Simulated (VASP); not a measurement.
Write the native input for VASP 6.6.1 that does the following.

```
Task                   : single point
Functional             : PBE
Potentials or basis    : VASP PAW PBE potentials, release 64 (Dy_3, Be, F), 4f in core
Cutoff                 : 600 eV
k mesh                 : 6 × 6 × 4
Occupations            : gaussian, width 0.1 eV
Spin                   : no spin polarisation
Dipole correction      : no
Further INCAR settings : ALGO = Normal; EDIFF = 1e-06; NBANDS = 22
```

The structure of DyBe2F2 lies in POSCAR:

```
DyBe2F2
1.0
    3.6715246300      0.0000000000      0.0000000000
   -1.8357623100      3.1796336000      0.0000000000
    0.0000000000      0.0000000000      6.1585561200
Dy Be F
1 2 2
Direct
    0.0000000000      0.0000000000      0.0000000000
    0.6666666700      0.3333333300      0.0000000000
    0.3333333300      0.6666666700      0.5000000000
    0.0000000000      0.0000000000      0.6396430900
    0.0000000000      0.0000000000      0.3603569100
```

The cell was generated, and may not be a known phase.

One way to write it, as run:

INCAR

```
SYSTEM = DyBe2F2
PREC = Accurate ; ENCUT = 600
EDIFF = 1E-6 ; ISMEAR = 0
SIGMA = 0.1 ; LREAL = .FALSE.
LASPH = .TRUE. ; NELM = 200
ALGO = Normal ; ISIF = 2
LWAVE = .FALSE. ; LCHARG = .FALSE.
GGA = PE ; NBANDS = 22
GGA_COMPAT = .FALSE. ; LMAXMIX = 6
```

KPOINTS

```
regular mesh
0
G
  6 6 4
  0 0 0
```

Potentials or basis: VASP PAW PBE potentials, release 64 (Dy_3, Be, F), 4f in core.

The run is started by

```sh
$ cat potpaw_PBE.64/Dy_3/POTCAR potpaw_PBE.64/Be/POTCAR potpaw_PBE.64/F/POTCAR > POTCAR
$ mpirun -np 1 vasp_std > vasp.out
```

It gave:

* Pressure: 27.4 GPa
* Largest force: 8.505 eV/Å
* Band gap on the k mesh: zero (an odd number of electrons rules out a gap without spin polarisation)

Caveat: the stress differs along the axes, from 24 to 34 GPa; spin-orbit coupling is left out, which moves the levels of the heavy elements; the 4f electrons are frozen in the core, so they carry no moment and show no levels; the run has no spin polarisation, though such a crystal can be magnetic; forces of over 1 eV/Å act on the atoms, so gaps and moduli don't describe the material at rest.

It took 24 s on 1 thread of AMD EPYC 9R45 96-Core Processor (Zen 5), on a shared host, peak memory 0.19 GiB.
